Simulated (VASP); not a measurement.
Here is a VASP 6.6.1 calculation.

File INCAR:

```
PREC = Accurate ; ENCUT = 520
EDIFF = 1E-6 ; ISMEAR = 0
SIGMA = 0.1 ; LREAL = F
LASPH = T ; NELM = 100
ALGO = Normal ; ISIF = 2
LWAVE = F ; LCHARG = F
GGA = PE ; NBANDS = 40
```

File KPOINTS:

```
regular mesh
0
Gamma
  6 6 10
```

POSCAR

```
InGa3AsP
1.0
    6.4207092012      0.0000000000      0.0000000000
   -3.2103546006      5.5604972785      0.0000000000
    0.0000000000      0.0000000000      3.7547307492
In Ga P As
1 3 1 1
Direct
    0.6666666667      0.3333333333      0.0000000000
    0.6778327941      0.8389163970      0.5000000000
    0.1610836030      0.8389163970      0.5000000000
    0.1610836030      0.3221672059      0.5000000000
    0.0000000000      0.0000000000      0.0000000000
    0.3333333333      0.6666666667      0.0000000000
```

Potentials or basis: VASP PAW PBE potentials, release 64 (In_d, Ga_d, P, As).

Run with:

```sh
$ cat potpaw_PBE.64/In_d/POTCAR potpaw_PBE.64/Ga_d/POTCAR potpaw_PBE.64/P/POTCAR potpaw_PBE.64/As/POTCAR > POTCAR
$ mpirun -np 1 vasp_std > vasp.out
```

Problem. Predict the band gap on the k mesh.

Solution. Zero (bands 31 and 32 overlap by 2.20 eV).

Problem. Estimate the pressure.

Solution. 0.0 GPa.

Caveat: spin-orbit coupling is left out, which moves the levels of the heavy elements.
